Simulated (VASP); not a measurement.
Here is a VASP 6.6.1 calculation.

The input INCAR:

```
SYSTEM = BAs
PREC = Accurate ; ENCUT = 520
EDIFF = 1E-7 ; ISMEAR = 0
SIGMA = 0.02 ; LREAL = .FALSE.
LASPH = .TRUE. ; NELM = 80
ALGO = Normal ; ISIF = 2
LWAVE = .FALSE. ; LCHARG = .FALSE.
GGA = PE ; NBANDS = 11
```

The input KPOINTS:

```
regular mesh
0
G
  8 8 8
  0 0 0
```

Contents of POSCAR:

```
BAs
1.0
    0.0000000000      2.4123850000      2.3885000000
    2.4123850000      0.0000000000      2.3885000000
    2.4123850000      2.4123850000      0.0000000000
B As
1 1
Direct
    0.0000000000      0.0000000000      0.0000000000
    0.2500000000      0.2500000000      0.2500000000
```

Potentials or basis: VASP PAW PBE potentials, release 64 (B, As).

The run is started by

```bash
$ cat potpaw_PBE.64/B/POTCAR potpaw_PBE.64/As/POTCAR > POTCAR
$ mpirun -np 1 vasp_std > vasp.out
```

Predict the band gap on the k mesh.

1.06 eV, indirect (least direct gap 3.15 eV).

Predict the pressure.

0.6 GPa.

Stress tensor (GPa, compression positive):
```
-0.02  0.00  0.00
 0.00 -0.02  0.00
 0.00  0.00  1.96
```

A k mesh can miss the band edges.
